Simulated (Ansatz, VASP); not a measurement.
**One calculation of NaLiCl2, two programs**

Contents of INCAR:

```
SYSTEM = NaLiCl2
PREC = Accurate
ENCUT = 520
EDIFF = 1E-7
ISMEAR = 0
SIGMA = 0.01
LREAL = .False.
LASPH = .True.
NELM = 60
ALGO = Normal
ISIF = 2
LWAVE = .False.
LCHARG = .False.
GGA = PE
NBANDS = 20
```

The input KPOINTS:

```
regular mesh
0
Gamma
  6 6 6
  0 0 0
```

The input POSCAR:

```
NaLiCl2
1.0
    1.8929735747      1.0929088029      6.2516028198
   -1.8929735747      1.0929088029      6.2516028198
    0.0000000000     -2.1858176059      6.2516028198
Li Na Cl
1 1 2
Direct
    1.0000000000      0.0000000000      0.0000000000
    0.5000000000      0.5000000000      0.5000000000
    0.2572314964      0.2572314964      0.2572314964
    0.7427685036      0.7427685036      0.7427685036
```

Input for Ansatz:

```yaml
crystal:
  lattice:
    - [1.8929735747, 1.0929088029, 6.2516028198]
    - [-1.8929735747, 1.0929088029, 6.2516028198]
    - [0.0, -2.1858176059, 6.2516028198]
  atoms:
    - { symbol: Li, position: [1.0, 0.0, 0.0] }
    - { symbol: Na, position: [0.5, 0.5, 0.5] }
    - { symbol: Cl, position: [0.2572314964, 0.2572314964, 0.2572314964] }
    - { symbol: Cl, position: [0.7427685036, 0.7427685036, 0.7427685036] }
kpoints:
  mp_grid: { grid: [6, 6, 6] }
hamiltonian:
  xc: pbe
scf:
  occupations: { method: fixed }
  n_extra_bands: 5
output:
  forces: true
  stress: true
  eigenvalues: true
```

Alike in both runs: task single point; functional PBE; k mesh 6 × 6 × 6; no spin polarisation.

```csv
,VASP,Ansatz
version,VASP 6.6.1,Ansatz 0.2.0
potentials or method,"VASP PAW PBE potentials, release 64 (Li_sv, Na_pv, Cl)","plane waves, PAW"
plane-wave cutoff (eV),520,420
occupations,"gaussian, width 0.01 eV",fixed
valence electrons in the cell,24,26
```

Ansatz gave:

```
gap on the k mesh at the Fermi level (eV) : 5.58
rms of the force components (eV/Å)        : 0.005
```

Problem. Estimate VASP's values.

Solution. gap on the k mesh at the Fermi level (eV): 5.58; rms of the force components (eV/Å): 0.007.

Atom by atom the forces differ by 0.002 eV/Å (rms over components). VASP's potentials hold 24 valence electrons a cell and Ansatz's 26, so a difference there can come from the potentials and not from the codes.

Noted on VASP's run: the cutoff is short for stress, so the pressure is rough.
